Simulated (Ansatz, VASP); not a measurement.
# Two plane-wave programs on Mo

```
Mo
1.0
    -1.56240    1.56240    1.56240
     1.56240   -1.56240    1.56240
     1.56240    1.56240   -1.56240
Mo
1
Direct
  0.00000 0.00000 0.00000
```

Alike in both runs: task single point; functional HSE06; k mesh 8 × 8 × 8; occupations fermi-dirac, width 0.05 eV; no spin polarisation.

|  | VASP | Ansatz |
| --- | --- | --- |
| version | VASP 6.6.1 | Ansatz 0.2.0 |
| potentials or method | VASP PAW PBE potentials, release 64 (Mo_sv) | Ansatz PAW |
| plane-wave cutoff (eV) | 520 | 420 |
| valence electrons in the cell | 14 | 14 |

```csv
,VASP,Ansatz,Ansatz less VASP
gap on the k mesh at the Fermi level (eV),none,none,-
pressure (GPa),5.5,4.6,-0.92
```

A gap of «none» marks a metal or a gap that the smearing closes.
